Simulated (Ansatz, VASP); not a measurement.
## MoS2 in VASP and in Ansatz

```xyz
3
Lattice="3.1841 0.0000 0.0000 -1.5921 2.7575 0.0000 0.0000 0.0000 17.3346" Properties=species:S:1:pos:R:3 pbc="T T T"
Mo    0.0000    0.0000    0.0000
S     0.0000    1.8384   15.7833
S     0.0000    1.8384    1.5513
```

Alike in both runs: functional PBEsol; k mesh 10 × 10 × 2; occupations fermi-dirac, width 0.05 eV; no spin polarisation; Hubbard terms Mo d U = 8.0 eV.

|  | VASP | Ansatz |
| --- | --- | --- |
| version | VASP 6.6.1 | Ansatz 0.2.0 |
| potentials or method | VASP PAW PBE potentials, release 64 (Mo_sv, S), cutoff 520 eV | all-electron LAPW, scalar-relativistic |
| task | single point | density of states |

Ansatz gave:

| Quantity | Value |
| --- | --- |
| gap on the k mesh at the Fermi level (eV) | 1.04 |
| least direct gap on the mesh (eV) | 1.04 |
| rms of the force components (eV/Å) | 0.108 |

Question: What did VASP give for the same quantities?

Answer: gap on the k mesh at the Fermi level (eV): 1.61; least direct gap on the mesh (eV): 1.61; rms of the force components (eV/Å): 0.217.

VASP's potentials were made for PBE, not for PBEsol. The programs project onto different local orbitals, so the same U acts differently, and such runs can settle in different states. Atom by atom the forces differ by 0.325 eV/Å (rms over components). Ansatz ran all-electron here, and VASP with PAW potentials.

Noted on Ansatz's run: U is the effective U less J, on atomic orbitals that reach past the spheres.
